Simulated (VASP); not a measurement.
Crystal: Ta4O.

```xyz
5
Lattice="4.3941 0.0000 0.0000 0.0000 4.3941 0.0000 0.0000 0.0000 4.3941" Properties=species:S:1:pos:R:3 pbc="T T T"
Ta    1.1589    3.2351    1.1589
Ta    3.2351    1.1589    1.1589
Ta    3.2351    3.2351    3.2351
Ta    1.1589    1.1589    3.2351
O     0.0000    0.0000    0.0000
```

Base run:

| Property | Result |
| --- | --- |
| Program | VASP 6.6.1 |
| Functional | PBE |
| Potentials or basis | VASP PAW PBE potentials, release 64 (Ta_pv, O) |
| Cutoff | 520 eV |
| k mesh | 8 × 8 × 8 |
| Occupations | gaussian, width 0.1 eV |
| Spin | no spin polarisation |

Its results: band gap on the k mesh zero (band 25 reaches 7.05 eV, above the bottom of band 26 at 4.87 eV); pressure 0.2 GPa; largest force 0.063 eV/Å.

The run is repeated on the same cell with these changes: potentials or basis from VASP PAW PBE potentials, release 64 (Ta_pv, O) to VASP PAW PBE potentials, release 64 (Ta_sv_GW, O); cutoff from 520 eV to 600 eV; further incar settings from ALGO = Normal; EDIFF = 1e-06; NBANDS = 33 to ALGO = Normal; EDIFF = 1e-06; NBANDS = 37; valence electrons from 50 to 58. What comes out?

Band gap on the k mesh zero (band 29 reaches 11.32 eV, above the bottom of band 30 at 9.14 eV); pressure -0.2 GPa; largest force 0.048 eV/Å.

Caveats: spin-orbit coupling is left out, which moves the levels of the heavy elements.
